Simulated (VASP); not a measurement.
P, 4 atoms in the cell. The cell holds a slab with vacuum, 4 atoms: a = 3.349 Å, b = 35.554 Å, c = 4.632 Å, α = 90.00°, β = 90.00°, γ = 90.00°. 

```yaml
Program: VASP 6.6.1
Task: single point
Functional: PBEsol
Potentials_or_basis: VASP PAW PBE potentials, release 64 (P)
Cutoff: 520 eV
k_mesh: 7 × 1 × 5
Occupations: fermi-dirac, width 0.05 eV
Spin: no spin polarisation
Dipole_correction: no
Further_INCAR_settings: ALGO = Normal; EDIFF = 1e-06; NBANDS = 18
```

Potentials or basis: VASP PAW PBE potentials, release 64 (P).

The run is started by

```bash
$ cat potpaw_PBE.64/P/POTCAR > POTCAR
$ mpirun -np 1 vasp_std > vasp.out
```

Hardware: 1 thread of Intel(R) Xeon(R) 6975P-C (Granite Rapids) (shared host).

Problem. Estimate the wall time of this run.

Solution. Wall time 80 s on 1 thread of Intel(R) Xeon(R) 6975P-C (Granite Rapids), with other jobs on the host, peak memory 0.57 GiB. Counts: scf iterations 21, k points 12.
